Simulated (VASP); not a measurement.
# Si16C17 (a cell with a defect) in VASP: single point with PBE

Aim: the single point of Si16C17 (a cell with a defect) with PBE.

Everything below comes from runs of VASP 6.6.1. Logs are shortened: lines on timing, memory, paths and dates and some standing lists are left out, and cuts for length are marked.

### 1 The cell of the first run

The cell holds a defect, 33 atoms: a = 6.184 Å, b = 6.184 Å, c = 10.149 Å, α = 90.00°, β = 90.00°, γ = 120.00°.

### 2 Single point, PBE

Input file INCAR:

```
SYSTEM = Si16C17
PREC = Accurate ; ENCUT = 520
EDIFF = 1E-6 ; ISMEAR = 0
SIGMA = 0.02 ; LREAL = Auto
LASPH = .TRUE. ; NELM = 80
ALGO = Normal ; ISIF = 2
LWAVE = .FALSE. ; LCHARG = .TRUE.
GGA = PE ; LELF = .TRUE.
LVHAR = .TRUE. ; NBANDS = 88
```

Input file KPOINTS:

```
regular mesh
0
G
  2 2 2
  0 0 0
```

Input file POSCAR:

```
Si16C17
1.0
    6.1838730322      0.0000000000      0.0000000000
   -3.0919365161      5.3553911397      0.0000000000
    0.0000000000      0.0000000000     10.1485845858
Si C
16 17
Direct
    0.1655184830      0.3338196881      0.2501660186
    0.1671752345      0.3321664008      0.7507806567
    0.1718129022      0.8384086023      0.2517272215
    0.1704487422      0.8342122701      0.7430061735
    0.6608939772      0.3276352659      0.2517944230
    0.6651130063      0.3289037073      0.7429936595
    0.6422234843      0.8571894900      0.2664401107
    0.6681758176      0.8311863473      0.7469465260
    0.3313871037      0.1679005280      0.4980445260
    0.3354654852      0.1639334975      0.9954279747
    0.3273056232      0.6656570747      0.5040192508
    0.3393142559      0.6664364762      0.9986976917
    0.8336443449      0.1719730597      0.5040277249
    0.8329535015      0.1600824249      0.9986959181
    0.8279939098      0.6712994264      0.4905185504
    0.8451141207      0.6542603348      0.9733936705
    0.1649122918      0.3343770704      0.4373339910
    0.1680458922      0.3313251924      0.9389597061
    0.1675699153      0.8343334564      0.4384415346
    0.1806229878      0.8363191190      0.9276047236
    0.6649547153      0.3316922992      0.4384949411
    0.6630712128      0.3187666326      0.9276002895
    0.6547060708      0.8445633348      0.4494517399
    0.6728590946      0.8265218888      0.9370036698
    0.3319144265      0.1674017782      0.1847228039
    0.3323324865      0.1669810807      0.6837401749
    0.3333730307      0.6680109644      0.1881254459
    0.3324263974      0.6623394832      0.6890199260
    0.8313320886      0.1660859080      0.1881316536
    0.8369852500      0.1668968665      0.6890246557
    0.8017467248      0.6973283375      0.2452113375
    0.8341064780      0.6652470206      0.6832832639
   -0.1126433487     -0.3878181716      0.1455454194
```

Potentials or basis: VASP PAW PBE potentials, release 64 (Si, C).

The run is started by

```bash
cat potpaw_PBE.64/Si/POTCAR potpaw_PBE.64/C/POTCAR > POTCAR
mpirun -np 1 vasp_std > vasp.out
```

OUTCAR:

```text
SYSTEM = Si16C17
   PREC = Accurate
   ENCUT = 520
   EDIFF = 1E-6
   ISMEAR = 0
   LREAL = Auto
   LASPH = .TRUE.
   NELM = 80
   ISIF = 2
   GGA = PE

 ion  position               nearest neighbor table
   1  0.166  0.334  0.250-  29 1.90  27 1.90  17 1.90  25 1.90   9 3.08   5 3.08   3 3.08   3 3.10
                             5 3.10   7 3.11   7 3.11  14 3.11  12 3.11  11 3.13  13 3.13
   2  0.167  0.332  0.751-  28 1.88  30 1.88  26 1.90  18 1.91  10 3.07  11 3.08  13 3.08  14 3.09
                            12 3.09   6 3.09   4 3.09   8 3.09   8 3.09   4 3.10   6 3.10   9 3.11
   3  0.172  0.838  0.252-  25 1.89  27 1.89  19 1.90  33 1.94  31 2.00   7 2.86   5 3.02  15 3.04
                             9 3.06   1 3.08   1 3.10  11 3.11  10 3.13  12 3.15
   4  0.170  0.834  0.743-  28 1.87  20 1.87  26 1.88  32 1.90  16 2.92  11 2.99   6 3.06   9 3.06
                             8 3.09   2 3.09   2 3.10   8 3.10  10 3.11   6 3.12
   5  0.661  0.328  0.252-  25 1.89  29 1.89  21 1.89  33 1.94  31 2.00   7 2.86   3 3.02  15 3.04
                             9 3.06   1 3.08   1 3.10  13 3.11  10 3.13  14 3.15
   6  0.665  0.329  0.743-  30 1.87  22 1.87  26 1.88  32 1.90  16 2.92  13 2.99   4 3.06   9 3.06
                             8 3.09   2 3.09   2 3.10   8 3.10  10 3.11   4 3.12
   7  0.642  0.857  0.266-  31 1.72  27 1.85  29 1.85  23 1.86   3 2.86   5 2.86  13 2.95  11 2.95
                            15 3.02   1 3.11   1 3.11
   8  0.668  0.831  0.747-  32 1.89  30 1.89  28 1.89  24 1.93  16 2.98  13 3.07  11 3.07   4 3.09
                             6 3.09   2 3.09   2 3.09   6 3.10   4 3.10  12 3.10  14 3.10  15 3.12
   9  0.331  0.168  0.498-  26 1.88  21 1.89  19 1.89  17 1.89   5 3.06   3 3.06   4 3.06   6 3.06
                             1 3.08  13 3.09  11 3.09  15 3.09  15 3.09  11 3.09  13 3.09   2 3.11
  10  0.335  0.164  0.995-  18 1.88  22 1.89  20 1.89  25 1.92   2 3.07  14 3.09  12 3.09  12 3.10
                            14 3.10  16 3.10  16 3.10   6 3.11   4 3.11   3 3.13   5 3.13
  11  0.327  0.666  0.504-  23 1.84  28 1.88  19 1.88  17 1.90   7 2.95   4 2.99  13 3.05   8 3.07
                             2 3.08  15 3.08   9 3.09   9 3.09   3 3.11  15 3.11   1 3.13  13 3.13
  12  0.339  0.666  0.999-  24 1.89  18 1.89  20 1.90  27 1.92  16 3.03  14 3.05   2 3.09  10 3.09
                            10 3.10   8 3.10   1 3.11  14 3.13   3 3.15
  13  0.834  0.172  0.504-  23 1.84  30 1.88  21 1.88  17 1.90   7 2.95   6 2.99  11 3.05   8 3.07
                             2 3.08  15 3.08   9 3.09   9 3.09   5 3.11  15 3.11   1 3.13  11 3.13
  14  0.833  0.160  0.999-  24 1.89  18 1.89  22 1.90  29 1.92  16 3.03  12 3.05   2 3.09  10 3.09
                            10 3.10   8 3.10   1 3.11  12 3.13   5 3.15
  15  0.828  0.671  0.491-  19 1.89  21 1.89  23 1.90  32 1.96  31 2.51   7 3.02   5 3.04   3 3.04
                            13 3.08  11 3.08   9 3.09   9 3.09  11 3.11  13 3.11   8 3.12
  16  0.845  0.654  0.973-  33 1.80  22 1.86  20 1.86  24 1.88   4 2.92   6 2.92   8 2.98  14 3.03
                            12 3.03  10 3.10  10 3.10
  17  0.165  0.334  0.437-   9 1.89  13 1.90  11 1.90   1 1.90
  18  0.168  0.331  0.939-  10 1.88  14 1.89  12 1.89   2 1.91
  19  0.168  0.834  0.438-  11 1.88   9 1.89  15 1.89   3 1.90
  20  0.181  0.836  0.928-  16 1.86   4 1.87  10 1.89  12 1.90
  21  0.665  0.332  0.438-  13 1.88   9 1.89  15 1.89   5 1.89
  22  0.663  0.319  0.928-  16 1.86   6 1.87  10 1.89  14 1.90
  23  0.655  0.845  0.449-  11 1.84  13 1.84   7 1.86  15 1.90
  24  0.673  0.827  0.937-  16 1.88  12 1.89  14 1.89   8 1.93
[... 215 lines left out ...]
   LORBIT       =      0    0 simple, 1 ext, 2 COOP (PROOUT), +10 PAW based schemes
   GGA     = PE    functional components
   LHFCALC =     F    Hartree Fock is set to
   AEXX    =    0.0000 exact exchange contribution
   IVDW    =     0    specifies the selected vdW correction
   LEPSILON=     F    determine dielectric tensor
   LRPA    =     F    only Hartree local field effects (RPA)
 non-spin polarized calculation
 Gauss-broadening in eV      SIGMA  =   0.02
  energy-cutoff  :      520.00
  volume of cell :      336.09
 maximum number of plane-waves:      9074
 NGX is ok and might be reduce to    48
   NGX = 23   NGY = 23   NGZ = 37

 number of electron     131.9999999 magnetization

 Free energy of the ion-electron system (eV)
  ---------------------------------------------------
  ext. energy  EPLUGINS =         0.00000000
  ---------------------------------------------------
  free energy    TOTEN  =      -242.73537661 eV

  energy without entropy =     -242.73537661  energy(sigma->0) =     -242.73537661

 E-fermi :   9.3467     XC(G=0): -11.3809

 val. band max:        9.1993482851   @ k =   0.0000   0.5000   0.5000
 cond. band min:      10.2570515909   @ k =   0.5000   0.5000   0.5000
 fundamental gap:      1.0577033058
 Fermi energy:         9.3466946439

 k-point     1 :       0.0000    0.0000    0.0000
  band No.  band energies     occupation
      1      -8.1391      2.00000
      2      -6.8261      2.00000
      3      -6.1428      2.00000
      4      -5.3667      2.00000
      5      -4.0822      2.00000
      6      -4.0482      2.00000
[... 637 lines left out ...]
     77      13.4839      0.00000
     78      13.5583      0.00000
 [bands above 78 left out]

------------------------ aborting loop because EDIFF is reached ----------------------------------------

  FORCE on cell =-STRESS in cart. coord.  units (eV):
  Direction    XX          YY          ZZ          XY          YZ          ZX
  --------------------------------------------------------------------------------------
  -------------------------------------------------------------------------------------
  Total       17.3941252     11.1767010     14.4219744     -5.3543661      2.4980405     -4.3489671
  in kB       82.9193594     53.2803389     68.7508491    -25.5247448     11.9083839    -20.7319172
  external PRESSURE =      68.3168491 kB  Pullay stress =       0.0000000 kB

 VOLUME and BASIS-vectors are now :
 -----------------------------------------------------------------------------
  energy-cutoff  :      520.00
  volume of cell :      336.09
      direct lattice vectors                 reciprocal lattice vectors
     6.183873032  0.000000000  0.000000000     0.161710953  0.093363862  0.000000000
    -3.091936516  5.355391140  0.000000000     0.000000000  0.186727724  0.000000000
     0.000000000  0.000000000 10.148584586     0.000000000  0.000000000  0.098535908

 POSITION                                       TOTAL-FORCE (eV/Angst)
 -----------------------------------------------------------------------------------
     -0.00860      1.78773      2.53883         0.004136     -0.001201     -0.001721
      0.00675      1.77888      7.61936        -0.005450      0.002707      0.000011
     -1.52984      4.49001      2.55467        -0.005032      0.001531      0.000056
     -1.52530      4.46753      7.54046        -0.001888      0.000132      0.003046
      3.07386      1.75462      2.55536        -0.003053     -0.000344     -0.000835
      3.09603      1.76141      7.54033         0.000823      0.001802      0.003712
[... 25 lines left out ...]
      3.10111      3.56266      6.93436        -0.002621      0.001447      0.015643
      3.59447      3.27847      1.47708         0.033954     -0.019385     -0.071121
 -----------------------------------------------------------------------------------
    total drift:                                0.018311      0.003860      0.036838

  FREE ENERGIE OF THE ION-ELECTRON SYSTEM (eV)
  ---------------------------------------------------
  free  energy   TOTEN  =      -242.7353766140 eV

  energy  without entropy=     -242.7353766140  energy(sigma->0) =     -242.73537661
```

OSZICAR:

```text
N       E                     dE             d eps       ncg     rms          rms(c)
DAV:   1     0.418094443036E+03    0.41809E+03   -0.60934E+04  1408   0.136E+03
DAV:   2    -0.228689194471E+03   -0.64678E+03   -0.61375E+03  1760   0.242E+02
DAV:   3    -0.272365195486E+03   -0.43676E+02   -0.43196E+02  1688   0.601E+01
DAV:   4    -0.273345715572E+03   -0.98052E+00   -0.97673E+00  1728   0.981E+00
DAV:   5    -0.273372224428E+03   -0.26509E-01   -0.26480E-01  1736   0.156E+00    0.357E+01
DAV:   6    -0.243784095194E+03    0.29588E+02   -0.94586E+01  1600   0.232E+01    0.160E+01
DAV:   7    -0.242851927685E+03    0.93217E+00   -0.94343E+00  1784   0.794E+00    0.693E+00
DAV:   8    -0.242740797111E+03    0.11113E+00   -0.70544E-01  1600   0.235E+00    0.206E+00
DAV:   9    -0.242732924887E+03    0.78722E-02   -0.95853E-02  1688   0.954E-01    0.373E-01
DAV:  10    -0.242734452882E+03   -0.15280E-02   -0.77384E-03  1728   0.284E-01    0.219E-01
DAV:  11    -0.242735304568E+03   -0.85169E-03   -0.15911E-03  1536   0.137E-01    0.749E-02
DAV:  12    -0.242735347831E+03   -0.43263E-04   -0.19068E-04  1832   0.516E-02    0.360E-02
DAV:  13    -0.242735374512E+03   -0.26682E-04   -0.96253E-05  1584   0.325E-02    0.103E-02
DAV:  14    -0.242735375733E+03   -0.12210E-05   -0.58506E-06  1728   0.840E-03    0.467E-03
DAV:  15    -0.242735376614E+03   -0.88083E-06   -0.16716E-06  1024   0.423E-03
   1 F= -.24273538E+03 E0= -.24273538E+03  d E =-.540798E-26
```

Run time: 6.4 min. Hardware: 1 thread of Intel Xeon Platinum 8259CL at 2.50GHz (Skylake/Cascade Lake), shared host; peak memory 0.48 GiB.

What came out:

- Free energy: -242.7354 eV
- Pressure: 6.8 GPa
- Largest force: 0.085 eV/Å
- Band gap on the k mesh: zero (bands 66 and 67 overlap by 1.17 eV)

Forces on the atoms (eV/Å):
```
Si   0.004 -0.001 -0.002
Si  -0.005  0.003  0.000
Si  -0.005  0.002  0.000
Si  -0.002  0.000  0.003
Si  -0.003  0.000 -0.001
Si   0.001  0.002  0.004
Si   0.024 -0.014 -0.005
Si  -0.004  0.000 -0.001
Si   0.005 -0.004 -0.001
Si  -0.002  0.000 -0.003
Si   0.004  0.002 -0.001
Si  -0.002 -0.003 -0.002
Si  -0.001 -0.006  0.000
Si   0.000  0.001 -0.001
Si   0.001  0.000 -0.003
Si   0.005 -0.002  0.018
C    0.002  0.000 -0.001
C   -0.005  0.004 -0.002
C    0.000 -0.005  0.005
C    0.000 -0.002 -0.007
C    0.004  0.008  0.003
C    0.000  0.002 -0.006
C   -0.005  0.003 -0.005
C    0.005 -0.001  0.004
C    0.000  0.000  0.006
C    0.004 -0.002  0.008
C    0.008 -0.005  0.002
C   -0.004  0.008 -0.007
C    0.007 -0.004  0.002
C   -0.009  0.002 -0.008
C   -0.057  0.030  0.055
C   -0.003  0.001  0.016
C    0.034 -0.019 -0.071
```

Caveat: the k points lie up to 0.59 Å⁻¹ apart, too coarse for converged energies and pressures of a metal.

The gap in the log of VASP goes by the Fermi energy; the results here count the filled bands.